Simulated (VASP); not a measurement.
Runs of VASP 6.6.1 on CdI2. The structure is trigonal, space group P-3m1 (No. 164). The conventional cell has a = 4.291 Å, b = 4.291 Å, c = 7.304 Å, α = 90.00°, β = 90.00°, γ = 120.00°. Within 4.0 Å of Cd (site symmetry -3m) lie 6 I at 3.02 Å. Within 4.0 Å of I (site symmetry 3m) lie 3 Cd at 3.02 Å. 

| level | potentials or basis | U | k mesh | smearing | LDAUTYPE | hund's J | gap on the mesh (eV) | pressure (GPa) | largest force (eV/Å) |
| --- | --- | --- | --- | --- | --- | --- | --- | --- | --- |
| PBE | VASP PAW PBE potentials, release 64 (Cd, I) | - | 6 × 6 × 2 | gaussian 0.1 eV | - | - | 2.39 | 0.7 | 0.05 |
| PBE+U | VASP PAW PBE potentials, release 64 (Cd, I) | Cd d U = 3.8 eV, J = 0.62 eV | 6 × 6 × 2 | gaussian 0.1 eV | 1 | 0.62 | (b) | 0.5 | 0.03 |
| PBE+D4 | VASP PAW PBE potentials, release 64 (Cd, I) | - | 6 × 6 × 2 | gaussian 0.01 eV | - | - | 2.39 | -0.7 | 0.04 |
| PBEsol | VASP PAW PBE potentials, release 64 (Cd, I) | - | 6 × 6 × 2 | gaussian 0.1 eV | - | - | (a) | (c) | 0.19 |
| LDA | VASP PAW LDA potentials, release 64 (Cd, I) | - | 6 × 6 × 2 | gaussian 0.1 eV | - | - | 2.22 | -2.5 | 0.33 |
| PBEsol | VASP PAW PBE potentials, release 64 (Cd, I) | - | 1 × 3 × 1 | gaussian 0.1 eV | - | - | 2.22 | 5.1 | 0.16 |

Alike in all rows: task single point; no spin polarisation; cell as given; cutoff (eV) 500.

Task: Fill in the values left out.

Result: (a) 2.32; (b) 2.48; (c) -1.3.

Caveats: all runs use coarse meshes; spin-orbit coupling is left out, which moves the levels of the heavy elements; this functional lacks dispersion, which binds the layers, so the pressure and a relaxed spacing across them are unreliable (at least some runs); the PAW data sets were made with another functional, which shifts forces and pressure a little (at least some runs); an odd mesh through Γ misses points on the zone boundary, where band edges can lie (at least some runs).

A k mesh can miss the band edges, and the runs leave out spin-orbit coupling on Cd, I.
